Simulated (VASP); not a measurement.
A run of VASP 6.6.1 is set up as follows.

Contents of INCAR:

```
SYSTEM = Hf2F3
  PREC = Accurate
  ENCUT = 520
  EDIFF = 1E-6
  ISMEAR = 0
  SIGMA = 0.1
  LREAL = .False.
  LASPH = .True.
  NELM = 80
  ALGO = Normal
  ISIF = 2
  LWAVE = .False.
  LCHARG = .False.
  GGA = PE
  NBANDS = 28
```

Contents of KPOINTS:

```
Automatic mesh
0
Gamma
  4 4 4
  0 0 0
```

The input POSCAR:

```
Hf2F3
1.0
    4.3799737959      0.0000000000      0.0000000000
    0.0000000000      4.3799737959      0.0000000000
    0.0000000000      0.0000000000      4.3799737959
Hf F
2 3
Direct
    0.5000000000      0.5000000000      0.5000000000
    0.0000000000      0.0000000000      0.0000000000
    0.0000000000      0.5000000000      0.5000000000
    0.5000000000      0.0000000000      0.5000000000
    0.5000000000      0.5000000000      0.0000000000
```

Potentials or basis: VASP PAW PBE potentials, release 64 (Hf_pv, F).

Command:

```sh
$ cat potpaw_PBE.64/Hf_pv/POTCAR potpaw_PBE.64/F/POTCAR > POTCAR
$ mpirun -np 1 vasp_std > vasp.out
```

**Question.** What does it give for the pressure?

**Answer.** -1.7 GPa.

Caveat: an odd number of electrons without spin polarisation forces a metal; a magnetic or distorted state may lie lower.
